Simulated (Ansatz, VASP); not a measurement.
## BaTiO3: VASP beside Ansatz

Contents of INCAR:

```
PREC = Accurate
ENCUT = 520
EDIFF = 1E-6
ISMEAR = -1
SIGMA = 0.05
LREAL = False
LASPH = True
NELM = 60
ALGO = Normal
ISIF = 2
LWAVE = False
LCHARG = False
GGA = PS
NBANDS = 51
```

Contents of KPOINTS:

```
regular mesh
0
Gamma
  7 5 5
```

POSCAR

```
BaTiO3
1.0
    0.0000000000     -2.8370500000     -2.8458000000
   -3.9841000000      2.8370500000     -2.8458000000
    3.9841000000      2.8370500000     -2.8458000000
Ba Ti O
2 2 6
Direct
    0.0148275600      0.5234218200      0.4959489100
    0.9851724400      0.9765781800      0.0040510900
    0.4694877500      0.0034791500      0.4981254400
    0.5147122500      0.4886208500      0.9939745600
    0.4861290400      0.2541884600      0.2805196700
    0.5296709600      0.7537115400      0.7273803300
    0.4350219600      0.8166803800      0.2799618100
    0.5599580400      0.1896096200      0.7263281900
    0.0211442800      0.0015745600      0.5051000400
    0.9914357200      0.4959154400      0.9923899600
```

File input.yaml:

```yaml
crystal:
  lattice:
    - [0.0, -2.83705, -2.8458]
    - [-3.9841, 2.83705, -2.8458]
    - [3.9841, 2.83705, -2.8458]
  atoms:
    - { symbol: Ba, position: [0.01482756, 0.52342182, 0.49594891] }
    - { symbol: Ba, position: [0.98517244, 0.97657818, 0.00405109] }
    - { symbol: Ti, position: [0.46948775, 0.00347915, 0.49812544] }
    - { symbol: Ti, position: [0.51471225, 0.48862085, 0.99397456] }
    - { symbol: O, position: [0.48612904, 0.25418846, 0.28051967] }
    - { symbol: O, position: [0.52967096, 0.75371154, 0.72738033] }
    - { symbol: O, position: [0.43502196, 0.81668038, 0.27996181] }
    - { symbol: O, position: [0.55995804, 0.18960962, 0.72632819] }
    - { symbol: O, position: [0.02114428, 0.00157456, 0.50510004] }
    - { symbol: O, position: [0.99143572, 0.49591544, 0.99238996] }
hamiltonian:
  xc: pbesol
  pseudopotentials: { kind: paw }
kpoints:
  mp_grid: { grid: [7, 5, 5] }
  band_path:
    path:
      - [[0.0, 0.0, 0.0], [-0.5036945225, -0.4984716603, -0.4984716603], [-0.5058407549, -0.4941592451, -0.4941592451], [-0.5, -0.5, -0.5], [-0.5, -0.5057592439, -0.4942407561]]
      - [[0.5, -0.4942407561, 0.4942407561], [0.5, 0.0, 0.0], [0.4984517099, -0.5027840755, -0.5027840755], [-0.4941592451, -0.5058407549, -0.5058407549]]
      - [[-0.4984517099, -0.4972159245, 0.5027840755], [-0.4963054775, -0.5015283397, 0.4984716603], [0.0, -0.5, 0.5], [0.0, 0.0, 0.0], [-0.5, -0.5, 0.0]]
      - [[0.0, -0.5, 0.0], [0.0, 0.0, 0.0]]
    npoints: 10
scf:
  occupations: { method: fermi_dirac, width: 0.05 }
  n_extra_bands: 25
output:
  forces: true
  stress: true
  eigenvalues: true
  fatbands: false
```

Alike in both runs: functional PBEsol; k mesh 7 × 5 × 5; occupations fermi-dirac, width 0.05 eV; no spin polarisation.

|  | VASP | Ansatz |
| --- | --- | --- |
| version | VASP 6.6.1 | Ansatz 0.2.0 |
| potentials or method | VASP PAW PBE potentials, release 64 (Ba_sv, Ti_sv, O) | Ansatz PAW |
| plane-wave cutoff (eV) | 520 | 420 |
| valence electrons in the cell | 80 | 80 |
| task | single point | band structure |

VASP gave:

```
gap on the k mesh at the Fermi level (eV)                     : 0.53
least direct gap on the mesh (eV)                             : 0.70
pressure (GPa)                                                : 13.1
traceless stress, the component that is largest in VASP (GPa) : -10.29
rms of the force components (eV/Å)                            : 3.090
```

Task: What did Ansatz give for the same quantities?

Result: gap on the k mesh at the Fermi level (eV): 0.58; least direct gap on the mesh (eV): 0.72; pressure (GPa): 11.2; traceless stress, the component that is largest in VASP (GPa): -10.45; rms of the force components (eV/Å): 3.076.

VASP's potentials were made for PBE, not for PBEsol. Atom by atom the forces differ by 0.053 eV/Å (rms over components).

Neither program's run includes spin-orbit coupling.
